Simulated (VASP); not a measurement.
A run of VASP 6.6.1:

File INCAR:

```
SYSTEM = Sr
PREC     = Accurate       ! precision mode
ENCUT    = 520            ! plane-wave cutoff, eV
EDIFF    = 1E-6           ! SCF threshold, eV
ISMEAR   = 0              ! smearing method
SIGMA    = 0.1            ! smearing width, eV
LREAL    = .False.        ! projectors in reciprocal space
LASPH    = .True.         ! aspherical terms in the spheres
NELM     = 60             ! most SCF steps
ALGO     = Fast           ! electronic algorithm
ISIF     = 2              ! what is computed and relaxed
LWAVE    = .False.        ! write WAVECAR
LCHARG   = .False.        ! write CHGCAR
GGA      = PS             ! functional
NBANDS   = 17             ! bands
```

KPOINTS

```
Automatic mesh
0
Gamma
  12 12 8
  0 0 0
```

POSCAR

```
Sr
1.0
    4.1525919585      0.0000000000      0.0000000000
   -2.0762959793      3.5962501276      0.0000000000
    0.0000000000      0.0000000000      6.8097400108
Sr
2
Direct
    0.3333333333      0.6666666667      0.2500000000
    0.6666666667      0.3333333333      0.7500000000
```

Potentials or basis: VASP PAW PBE potentials, release 64 (Sr_sv).

Command:

```bash
$ cat potpaw_PBE.64/Sr_sv/POTCAR > POTCAR
$ mpirun -np 1 vasp_std > vasp.out
```

Hardware: 1 thread of Intel Xeon 8259CL, on a shared host.

Estimate the wall time of this run.

It took 3.4 min on 1 thread of Intel Xeon 8259CL, on a shared host, peak memory 0.31 GiB. Counts: scf iterations 13, k points 95.
